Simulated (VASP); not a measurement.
**La2O3: single point with PBE**

Crystal: La2O3.

```xyz
5
Lattice="6.3275 0.0000 0.0000 -3.1638 5.4798 0.0000 0.0000 0.0000 3.2678" Properties=species:S:1:pos:R:3 pbc="T T T"
La    3.1638    1.8266    1.6277
La    0.0000    3.6532    1.6401
O     3.1929    0.0000    0.0000
O    -1.5965    2.7651    0.0000
O     1.5673    2.7147    0.0000
```

This cell differs from its parent crystal: volume scaled by 0.98.

* Program: VASP 6.6.1
* Task: single point
* Functional: PBE
* Potentials or basis: VASP PAW PBE potentials, release 64 (La, O)
* Cutoff: 520 eV
* k mesh: 5 × 5 × 8
* Occupations: fermi-dirac, width 0.05 eV
* Spin: no spin polarisation

```yaml
Pressure: 1.6 GPa
Largest_force: 0.031 eV/Å
Band_gap_on_the_k_mesh: 1.55 eV, indirect (least direct gap 2.04 eV)
```

Forces in eV/Å, atoms in the order of the input:
```
La   0.000  0.000  0.014
La   0.000  0.000 -0.014
O   -0.031  0.000  0.000
O    0.015 -0.026  0.000
O    0.015  0.026  0.000
```

Stress tensor (GPa, compression positive):
```
1.40 0.00 0.00
0.00 1.40 0.00
0.00 0.00 2.08
```

Levels at points of the mesh, in eV from the valence-band top:
```tsv
k point	band 18	band 19	band 20	band 21	band 22	band 23
(0.00, 0.00, 0.00)	-1.02	-0.75	-0.49	1.55	3.47	3.99
(0.00, 0.00, 0.50)	-1.21	-0.35	0.00	4.30	4.33	4.38
```

Wall time 96 s on 1 thread of AMD EPYC 7R13 Processor (Zen 3), with other jobs on the host, peak memory 0.25 GiB.

Caveat: spin-orbit coupling is left out, which moves the levels of the heavy elements. A k mesh can miss the band edges.
